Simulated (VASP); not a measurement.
# Li (P1) in VASP: further runs

The runs below take Li through single point, with PBE.

Everything below comes from runs of VASP 6.6.1. Logs are shortened: lines on timing, memory, paths and dates and some standing lists are left out, and cuts for length are marked.

### Step 1. The cell of the first run

The typed cell holds 16 atoms: a = 7.313 Å, b = 7.313 Å, c = 7.313 Å, α = 90.00°, β = 90.00°, γ = 90.00°.

### Step 2. Single point, PBE

The input, INCAR:

```
SYSTEM = Li
  PREC = Accurate
  ENCUT = 520
  EDIFF = 1E-6
  ISMEAR = -1
  SIGMA = 0.16
  LREAL = Auto
  LASPH = .True.
  NELM = 80
  ALGO = Normal
  ISIF = 2
  LWAVE = .False.
  LCHARG = .False.
  GGA = PE
  NBANDS = 38
```

The input, KPOINTS:

```
regular mesh
0
Gamma
  2 2 2
  0 0 0
```

The input, POSCAR:

```
Li
1.0
    7.3128730000      0.0000000000      0.0000000000
    0.0000000000      7.3128730000      0.0000000000
    0.0000000000      0.0000000000      7.3128730000
Li
16
Direct
    0.0914414895     -0.0692204008      0.1213339819
    0.6090629497      0.0291950920     -0.0047313826
    0.0092302984      0.5241715534     -0.0210040568
   -0.0936841102     -0.0792301466      0.5115089514
    0.3151428994      0.2148813469      0.1924551404
    0.5310771840      0.4279713322     -0.0379057588
    0.4596825352     -0.0324633014      0.5532982728
    0.8133055230      0.2458131025      0.2795754829
    0.0154248542      0.5122473753      0.4352598493
    0.3093859281      0.6655523759      0.2045434127
    0.2562604328      0.3347521555      0.6978515831
    0.5065314275      0.5590825931      0.5778030057
    0.8086972111      0.7279628677      0.1837854972
    0.8155207946      0.2851410109      0.6851889811
    0.2470848325      0.8092715407      0.7995489598
    0.8274723218      0.7327489483      0.7808969197
```

Potentials or basis: VASP PAW PBE potentials, release 64 (Li_sv).

Command:

```console
> cat potpaw_PBE.64/Li_sv/POTCAR > POTCAR
> mpirun -np 1 vasp_std > vasp.out
```

OUTCAR:

```text
SYSTEM = Li
   PREC = Accurate
   ENCUT = 520
   EDIFF = 1E-6
   ISMEAR = -1
   LREAL = Auto
   LASPH = .True.
   NELM = 80
   ISIF = 2
   GGA = PE

 ion  position               nearest neighbor table
   1  0.091  0.931  0.121-  10 2.58  13 2.59
   2  0.609  0.029  0.995-
   3  0.009  0.524  0.979-  16 2.49  13 2.57
   4  0.906  0.921  0.512-  16 2.47
   5  0.315  0.215  0.192-
   6  0.531  0.428  0.962-
   7  0.460  0.968  0.553-
   8  0.813  0.246  0.280-
   9  0.015  0.512  0.435-
  10  0.309  0.666  0.205-   1 2.58
  11  0.256  0.335  0.698-
  12  0.507  0.559  0.578-
  13  0.809  0.728  0.184-   3 2.57   1 2.59
  14  0.816  0.285  0.685-
  15  0.247  0.809  0.800-
  16  0.827  0.733  0.781-   4 2.47   3 2.49

  LATTYP: Found a simple cubic cell.
 ALAT       =     7.3128730000

  Lattice vectors:

 A1 = (   7.3128730000,   0.0000000000,   0.0000000000)
 A2 = (   0.0000000000,   7.3128730000,   0.0000000000)
 A3 = (   0.0000000000,   0.0000000000,   7.3128730000)

Analysis of symmetry for initial positions (statically):
=====================================================================
 Subroutine PRICEL returns:
 Original cell was already a primitive cell.

 Routine SETGRP: Setting up the symmetry group for a
 simple cubic supercell.

 Subroutine GETGRP returns: Found  1 space group operations
 (whereof  1 operations were pure point group operations)
 out of a pool of 48 trial point group operations.

The static configuration has the point symmetry C_1 .

Analysis of symmetry for dynamics (positions and initial velocities):
=====================================================================
 Subroutine PRICEL returns:
 Original cell was already a primitive cell.

 Routine SETGRP: Setting up the symmetry group for a
 simple cubic supercell.

 Subroutine GETGRP returns: Found  1 space group operations
 (whereof  1 operations were pure point group operations)
 out of a pool of 48 trial point group operations.

The dynamic configuration has the point symmetry C_1 .

 Subroutine INISYM returns: Found  1 space group operations
 (whereof  1 operations are pure point group operations),
[... 104 lines left out ...]
   LASPH  =      T    aspherical Exc in radial PAW
   ENCUT  =  520.0 eV  38.22 Ry    6.18 a.u.  13.60 13.60 13.60*2*pi/ulx,y,z
   NELM   =     80;   NELMIN=  2; NELMDL= -5     # of ELM steps
   EDIFF  = 0.1E-05   stopping-criterion for ELM
   LREAL  =      T    real-space projection
   EDIFFG = 0.1E-04   stopping-criterion for IOM
   NSW    =      0    number of steps for IOM
   IBRION =     -1    ionic relax: 0-MD 1-quasi-New 2-CG
   NFREE  =      0    steps in history (QN), initial steepest desc. (CG)
   ISIF   =      2    stress and relaxation
   ISYM   =      2    0-nonsym 1-usesym 2-fastsym
   POTIM  = 0.5000    time-step for ionic-motion
   TEBEG  =    0.0;   TEEND  =   0.0 temperature during run
   PSTRESS=    0.0 pullay stress
   NELECT =      48.0000    total number of electrons
   NUPDOWN=      -1.0000    fix difference up-down
   EMIN   =  10.00;   EMAX   =-10.00  energy-range for DOS
   EFERMI =   0.00;   METHOD = LEGACY
   ISMEAR =    -1;   SIGMA  =   0.16  broadening in eV -4-tet -1-fermi 0-gaus
   EFERMI_NEDOS =   21; number of points for ismear=-14 and -15
   IALGO  =     38    algorithm
   IMIX   =      4    mixing-type and parameters
     AMIX     =   0.40;   BMIX     =  1.00
     AMIX_MAG =   1.60;   BMIX_MAG =  1.00
  volume/ion in A,a.u.               =      24.44       164.95
  Fermi-wavevector in a.u.,A,eV,Ry     =   0.813581  1.537444  9.005877  0.661913
  Thomas-Fermi vector in A             =   1.923332
   LORBIT       =      0    0 simple, 1 ext, 2 COOP (PROOUT), +10 PAW based schemes
   GGA     = PE    functional components
   LHFCALC =     F    Hartree Fock is set to
   AEXX    =    0.0000 exact exchange contribution
   IVDW    =     0    specifies the selected vdW correction
   LEPSILON=     F    determine dielectric tensor
   LRPA    =     F    only Hartree local field effects (RPA)
 non-spin polarized calculation
  energy-cutoff  :      520.00
  volume of cell :      391.08
 maximum number of plane-waves:     10568
   NGX = 27   NGY = 27   NGZ = 27

 number of electron      48.0000002 magnetization

 Free energy of the ion-electron system (eV)
  ---------------------------------------------------
  ext. energy  EPLUGINS =         0.00000000
  ---------------------------------------------------
  free energy    TOTEN  =       -28.06274104 eV

  energy without entropy =      -27.26941723  energy(sigma->0) =      -27.66607913

 E-fermi :  -0.0270     XC(G=0):  -6.5672

 val. band max:       -0.0569341848   @ k =   0.0000   0.5000   0.5000
 cond. band min:      -0.0177692191   @ k =   0.5000   0.0000   0.5000
 fundamental gap:      0.0391649658
 Fermi energy:        -0.0269566369

 k-point     1 :       0.0000    0.0000    0.0000
  band No.  band energies     occupation
      1     -47.2018      2.00000
      2     -47.0644      2.00000
      3     -47.0243      2.00000
      4     -46.9342      2.00000
      5     -46.8943      2.00000
      6     -46.8803      2.00000
[... 301 lines left out ...]
     35       2.8708      0.00000
     36       2.9081      0.00000
 [bands above 36 left out]

------------------------ aborting loop because EDIFF is reached ----------------------------------------

  FORCE on cell =-STRESS in cart. coord.  units (eV):
  Direction    XX          YY          ZZ          XY          YZ          ZX
  --------------------------------------------------------------------------------------
  -------------------------------------------------------------------------------------
  Total       -2.8287867     -1.1010666     -1.3771618      0.3931015     -1.3593133     -0.8836988
  in kB      -11.5890196     -4.5108674     -5.6419788      1.6104645     -5.5688567     -3.6203516
  external PRESSURE =      -7.2472886 kB  Pullay stress =       0.0000000 kB

 VOLUME and BASIS-vectors are now :
 -----------------------------------------------------------------------------
  energy-cutoff  :      520.00
  volume of cell :      391.08
      direct lattice vectors                 reciprocal lattice vectors
     7.312873000  0.000000000  0.000000000     0.136745162  0.000000000  0.000000000
     0.000000000  7.312873000  0.000000000     0.000000000  0.136745162  0.000000000
     0.000000000  0.000000000  7.312873000     0.000000000  0.000000000  0.136745162

 POSITION                                       TOTAL-FORCE (eV/Angst)
 -----------------------------------------------------------------------------------
      0.66870      6.80667      0.88730        -0.315170      0.389065     -0.147039
      4.45400      0.21350      7.27827        -0.042357     -0.239334     -0.240635
      0.06750      3.83320      7.15927         0.431046     -0.641507      0.104275
      6.62777      6.73347      3.74060         0.363655      0.263350     -0.308759
      2.30460      1.57140      1.40740        -0.123371      0.244697      0.358568
      3.88370      3.12970      7.03567         0.292368      0.358772     -0.000719
[... 8 lines left out ...]
      1.80690      5.91810      5.84700        -0.102154     -0.287513      0.091426
      6.05120      5.35850      5.71060        -0.443088     -0.084482      0.084969
 -----------------------------------------------------------------------------------
    total drift:                               -0.000367     -0.003116     -0.000576

  FREE ENERGIE OF THE ION-ELECTRON SYSTEM (eV)
  ---------------------------------------------------
  free  energy   TOTEN  =       -28.0627410422 eV

  energy  without entropy=      -27.2694172254  energy(sigma->0) =      -27.66607913
```

OSZICAR:

```text
N       E                     dE             d eps       ncg     rms          rms(c)
DAV:   1     0.271823812706E+03    0.27182E+03   -0.21517E+04   640   0.123E+03
DAV:   2     0.459160434781E+02   -0.22591E+03   -0.21150E+03   616   0.331E+02
DAV:   3    -0.108711450608E+02   -0.56787E+02   -0.55072E+02  1126   0.822E+01
DAV:   4    -0.248777654161E+02   -0.14007E+02   -0.13726E+02  1018   0.671E+01
DAV:   5    -0.286371720784E+02   -0.37594E+01   -0.37562E+01  1098   0.214E+01    0.247E+00
DAV:   6    -0.281058121667E+02    0.53136E+00   -0.17942E+00   842   0.680E+00    0.100E+00
DAV:   7    -0.280660363075E+02    0.39776E-01   -0.37761E-01   976   0.220E+00    0.359E-01
DAV:   8    -0.280634243587E+02    0.26119E-02   -0.54436E-02   912   0.844E-01    0.159E-01
DAV:   9    -0.280628128431E+02    0.61152E-03   -0.87501E-03   888   0.316E-01    0.828E-02
DAV:  10    -0.280627442444E+02    0.68599E-04   -0.20449E-03   880   0.138E-01    0.314E-02
DAV:  11    -0.280627475744E+02   -0.33300E-05   -0.22380E-04   976   0.496E-02    0.152E-02
DAV:  12    -0.280627413738E+02    0.62007E-05   -0.13492E-05   952   0.237E-02    0.309E-03
DAV:  13    -0.280627410422E+02    0.33155E-06   -0.68698E-06   888   0.100E-02
   1 F= -.28062741E+02 E0= -.27666079E+02  d E =-.793324E+00
```

stdout:

```text
POSCAR found type information on POSCAR Li
 POSCAR found :  1 types and      16 ions
 scaLAPACK will be used
 LDA part: xc-table for (Slater+PW92), standard interpolation
 POSCAR, INCAR and KPOINTS ok, starting setup
 FFT: planning ... GRIDC
 FFT: planning ... GRID_SOFT
 FFT: planning ... GRID
 WAVECAR not read
 entering main loop
```

Wall time 1.9 min (1 thread of Intel Xeon Platinum 8488C (Sapphire Rapids), shared host); peak memory 0.37 GiB.

What came out:

| Quantity | Value |
| --- | --- |
| Free energy | -28.0627 eV |
| Largest force | 0.799 eV/Å |
| Band gap on the k mesh | zero (bands 24 and 25 overlap by 0.77 eV) |

Forces on the atoms (eV/Å):
```
Li  -0.315  0.389 -0.147
Li  -0.042 -0.239 -0.241
Li   0.431 -0.642  0.104
Li   0.364  0.263 -0.309
Li  -0.123  0.245  0.359
Li   0.292  0.359 -0.001
Li   0.331  0.292 -0.399
Li  -0.236 -0.021 -0.255
Li   0.288  0.357  0.145
Li   0.297 -0.064  0.172
Li  -0.326 -0.433  0.159
Li   0.445  0.128 -0.366
Li  -0.730 -0.123  0.302
Li  -0.131 -0.138  0.300
Li  -0.102 -0.288  0.091
Li  -0.443 -0.084  0.085
```

Caveat: the k points lie up to 0.43 Å⁻¹ apart, too coarse for converged energies and pressures of a metal; the cutoff is under 1.25 times the usual one of these potentials, so pressure, stress and relaxed cells hold a basis-set (Pulay) error.

### Step 3. Single point, PBE

The input, INCAR:

```
SYSTEM = Li
PREC = Accurate
ENCUT = 520
EDIFF = 1E-6
ISMEAR = -1
SIGMA = 0.16
LREAL = Auto
LASPH = .True.
NELM = 80
ALGO = Normal
ISIF = 2
LWAVE = .False.
LCHARG = .False.
GGA = PE
NBANDS = 38
```

The input, KPOINTS:

```
Automatic mesh
0
Gamma
  2 2 2
  0 0 0
```

The input, POSCAR:

```
Li
1.0
    7.3128730000      0.0000000000      0.0000000000
    0.0000000000      7.3128730000      0.0000000000
    0.0000000000      0.0000000000      7.3128730000
Li
16
Direct
    0.0672239214      0.0086969923      0.0009845652
    0.5603269741      0.0389313475     -0.0225492771
    0.0995641521      0.5822335490     -0.0275678246
    0.0336119607     -0.0444832011      0.4369281403
    0.3922398215      0.2768816032      0.3227732794
    0.6084886200      0.5641421641     -0.1648873158
    0.5753689419     -0.0843307411      0.4062835496
    0.7970191743      0.2602944151      0.2021366978
    0.0702323150      0.5092389817      0.3453362311
    0.4148437967      0.6585646982      0.2183136505
    0.2427089873      0.3085244336      0.7260074119
    0.6632003591      0.4377486113      0.4976840156
    0.6881837002      0.7746203168      0.1727911862
    0.8282107456      0.1820214846      0.6559391911
    0.3680222534      0.9150575977      0.7542726368
    0.7982088572      0.8739793512      0.7924245368
```

Potentials or basis: VASP PAW PBE potentials, release 64 (Li_sv).

Command:

```console
> cat potpaw_PBE.64/Li_sv/POTCAR > POTCAR
> mpirun -np 1 vasp_std > vasp.out
```

It took 2 min on 1 thread of Intel Xeon Platinum 8488C (Sapphire Rapids), shared host; peak memory 0.37 GiB.

Results (log left out):

```yaml
Free_energy: -26.9364 eV
Largest_force: 2.022 eV/Å
Band_gap_on_the_k_mesh: zero (bands 24 and 25 overlap by 0.65 eV)
```

Forces in eV/Å, atoms in the order of the input:
```
Li   0.168  0.162  0.327
Li  -0.110  0.752  0.526
Li  -0.232  0.120 -0.181
Li   0.178 -0.103 -0.142
Li  -0.239 -0.420 -0.292
Li  -0.235 -0.244  0.396
Li  -0.124  0.871  1.195
Li   0.052 -0.102 -0.308
Li  -0.281  0.107  0.480
Li  -0.992 -0.370 -0.197
Li   0.111 -0.126 -0.140
Li  -0.091  0.681 -0.189
Li   1.817 -0.433 -0.774
Li   0.078  0.271  0.196
Li  -0.375 -0.535 -0.567
Li   0.274 -0.632 -0.329
```

Levels at points of the mesh, in eV from the Fermi level:
```
           k point  band 19  band 20  band 21  band 22  band 23  band 24  band 25  band 26  band 27  band 28
(0.00, 0.00, 0.00)    -1.10    -0.98    -0.96    -0.81    -0.67     0.37     0.46     0.61     0.66     0.80
(0.50, 0.00, 0.00)    -0.84    -0.68    -0.58    -0.51    -0.41    -0.29    -0.09    -0.02     1.02     1.05
(0.00, 0.50, 0.00)    -0.66    -0.59    -0.55    -0.49    -0.42    -0.33    -0.28    -0.24     0.91     1.16
(0.00, 0.00, 0.50)    -0.77    -0.64    -0.54    -0.41    -0.38    -0.32    -0.26    -0.17     1.03     1.16
(0.50, 0.50, 0.00)    -1.98    -1.88    -0.34    -0.26    -0.06     0.02     0.23     0.31     0.50     0.54
(0.00, 0.50, 0.50)    -2.00    -1.86    -0.36    -0.20    -0.04     0.05     0.23     0.29     0.34     0.70
(0.50, 0.00, 0.50)    -1.98    -1.90    -0.41    -0.10    -0.01     0.08     0.11     0.26     0.48     0.65
(0.50, 0.50, 0.50)    -1.59    -1.53    -1.42    -1.37    -1.35    -1.14     1.41     1.62     1.83     2.06
```

Caveat: the k points lie up to 0.43 Å⁻¹ apart, too coarse for converged energies and pressures of a metal; the cutoff is under 1.25 times the usual one of these potentials, so pressure, stress and relaxed cells hold a basis-set (Pulay) error; forces of over 1 eV/Å act on the atoms, so gaps and moduli don't describe the material at rest.

(Continued in part 2 of 2.)
